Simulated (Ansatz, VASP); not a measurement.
# B: VASP beside Ansatz

INCAR

```
PREC = Accurate ; ENCUT = 520
EDIFF = 1E-6 ; ISMEAR = -1
SIGMA = 0.08 ; LREAL = False
LASPH = True ; NELM = 60
ALGO = Normal ; ISIF = 2
LWAVE = False ; LCHARG = False
GGA = PE ; NBANDS = 8
```

Contents of KPOINTS:

```
regular mesh
0
Gamma
  18 18 18
```

File POSCAR:

```
B
1.0
   -1.1460566302      1.1460566302      1.1460566302
    1.1460566302     -1.1460566302      1.1460566302
    1.1460566302      1.1460566302     -1.1460566302
B
1
Direct
    0.0000000000      0.0000000000      0.0000000000
```

Input for Ansatz:

```yaml
crystal:
  lattice:
    - [-1.1460566302, 1.1460566302, 1.1460566302]
    - [1.1460566302, -1.1460566302, 1.1460566302]
    - [1.1460566302, 1.1460566302, -1.1460566302]
  atoms:
    - { symbol: B, position: [0.0, 0.0, 0.0] }
kpoints:
  mp_grid: { grid: [18, 18, 18] }
scf:
  occupations: { method: fermi_dirac, width: 0.08 }
hamiltonian:
  xc: pbe
  pseudopotentials: { kind: all_electron, lapw: { basis_error: 0.00025 } }
output:
  forces: true
  stress: true
  eigenvalues: true
```

Change from the starting cell: volume scaled by 0.98.

Alike in both runs: task single point; functional PBE; k mesh 18 × 18 × 18; occupations fermi-dirac, width 0.08 eV; no spin polarisation.

|  | VASP | Ansatz |
| --- | --- | --- |
| version | VASP 6.6.1 | Ansatz 0.2.0 |
| potentials or method | VASP PAW PBE potentials, release 64 (B), cutoff 520 eV | all-electron LAPW, scalar-relativistic |

```tsv
	VASP	Ansatz	Ansatz less VASP
pressure (GPa)	4.8	4.8	+0.03
```

Ansatz ran all-electron here, and VASP with PAW potentials.
